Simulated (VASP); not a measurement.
Set up this calculation in VASP 6.6.1, as the native input.

```
Task                   : single point
Functional             : r2SCAN
Potentials or basis    : VASP PAW PBE potentials, release 64 (Ga_d, Sb)
Cutoff                 : 520 eV
k mesh                 : 8 × 8 × 8
Occupations            : fermi-dirac, width 0.02 eV
Spin                   : no spin polarisation
Dipole correction      : no
Further INCAR settings : ALGO = Normal; EDIFF = 1e-06; NBANDS = 16
```

The system is GaSb.

```xyz
2
Lattice="0.0000 3.0659 3.0659 3.0659 0.0000 3.0659 3.0659 3.0659 0.0000" Properties=species:S:1:pos:R:3 pbc="T T T"
Ga    0.0000    0.0000    0.0000
Sb    1.5329    1.5329    1.5329
```

One way to write it, as run:

POSCAR

```
GaSb
1.0
    0.0000000000      3.0658848210      3.0658848210
    3.0658848210      0.0000000000      3.0658848210
    3.0658848210      3.0658848210      0.0000000000
Ga Sb
1 1
Direct
    0.0000000000      0.0000000000      0.0000000000
    0.2500000000      0.2500000000      0.2500000000
```

INCAR.step1

```
  ALGO = Normal
  EDIFF = 1E-4
  ENCUT = 520
  GGA = PE
  ISMEAR = -1
  LASPH = True
  LCHARG = False
  LREAL = False
  LWAVE = True
  NBANDS = 16
  NELM = 100
  PREC = Accurate
  SIGMA = 0.02
```

INCAR.step2

```
  ALGO = Normal
  EDIFF = 1E-6
  ENCUT = 520
  ISIF = 2
  ISMEAR = -1
  ISTART = 1
  LASPH = True
  LCHARG = False
  LMIXTAU = True
  LREAL = False
  LWAVE = False
  METAGGA = R2SCAN
  NBANDS = 16
  NELM = 100
  PREC = Accurate
  SIGMA = 0.02
```

KPOINTS

```
k-points
0
Gamma
  8 8 8
```

Potentials or basis: VASP PAW PBE potentials, release 64 (Ga_d, Sb).

Run with:

```sh
$ cat potpaw_PBE.64/Ga_d/POTCAR potpaw_PBE.64/Sb/POTCAR > POTCAR
$ cp INCAR.step1 INCAR
$ mpirun -np 1 vasp_std > vasp.out
$ cp INCAR.step2 INCAR
$ mpirun -np 1 vasp_std > vasp.out
```

Results of the run:

| Item | Value |
| --- | --- |
| Pressure | 0.1 GPa |
| Band gap on the k mesh | 0.40 eV, direct |

Caveat: the PAW data sets were made with another functional, which shifts forces and pressure a little; spin-orbit coupling is left out, which moves the levels of the heavy elements.

Wall time 56 s on 1 thread of AMD EPYC 9R45 96-Core Processor (Zen 5), with other jobs on the host, peak memory 0.17 GiB.
